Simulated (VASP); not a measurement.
Write the native input for VASP 6.6.1 that does the following.

- Task: single point
- Functional: PBE
- Potentials or basis: VASP PAW PBE potentials, release 64 (Pb_d, N)
- Cutoff: 520 eV
- k mesh: 6 × 6 × 1
- Occupations: gaussian, width 0.1 eV
- Spin: no spin polarisation
- Dipole correction: yes
- Further INCAR settings: ALGO = Normal; EDIFF = 1e-06; NBANDS = 68; NELMDL = -8

The structure of Pb8N lies in POSCAR:

```
Pb8N
1.0
    7.1295023335      0.0000000000      0.0000000000
   -3.5647511668      6.1743301372      0.0000000000
    0.0000000000      0.0000000000     18.1234889141
Pb N
8 1
Direct
    0.3333333333      0.1666666667      0.2207080557
    0.3333333333      0.6666666666      0.2207080557
    0.8333333333      0.1666666667      0.2207080557
    0.8333333333      0.6666666667      0.2207080557
    0.1666666667      0.3333333334      0.3654643400
    0.1666666667      0.8333333333      0.3654643400
    0.6666666667      0.3333333334      0.3654643400
    0.6666666667      0.8333333334      0.3654643400
    0.3333333333      0.4166666666      0.4611331573
```

These files were run (other wordings do the same):

INCAR

```
SYSTEM = Pb8N
PREC = Accurate
ENCUT = 520
EDIFF = 1E-6
ISMEAR = 0
SIGMA = 0.1
LREAL = .False.
LASPH = .True.
NELM = 120
ALGO = Normal
ISIF = 2
LWAVE = .False.
LCHARG = .False.
LDIPOL = .True.
IDIPOL = 3
DIPOL = 0.5 0.5 0.312
GGA = PE
NBANDS = 68
GGA_COMPAT = .False.
NELMDL = -8
```

KPOINTS

```
regular mesh
0
Gamma
  6 6 1
  0 0 0
```

Potentials or basis: VASP PAW PBE potentials, release 64 (Pb_d, N).

Launch:

```console
$ cat potpaw_PBE.64/Pb_d/POTCAR potpaw_PBE.64/N/POTCAR > POTCAR
$ mpirun -np 1 vasp_std > vasp.out
```

It gave:

```
Largest force          : 1.204 eV/Å
Band gap on the k mesh : zero (an odd number of electrons rules out a gap without spin polarisation)
```

Caveat: spin-orbit coupling is left out, which moves the levels of the heavy elements.

It took 34 min on 1 thread of Intel(R) Xeon(R) Platinum 8488C (Sapphire Rapids), on a shared host, peak memory 1.1 GiB.
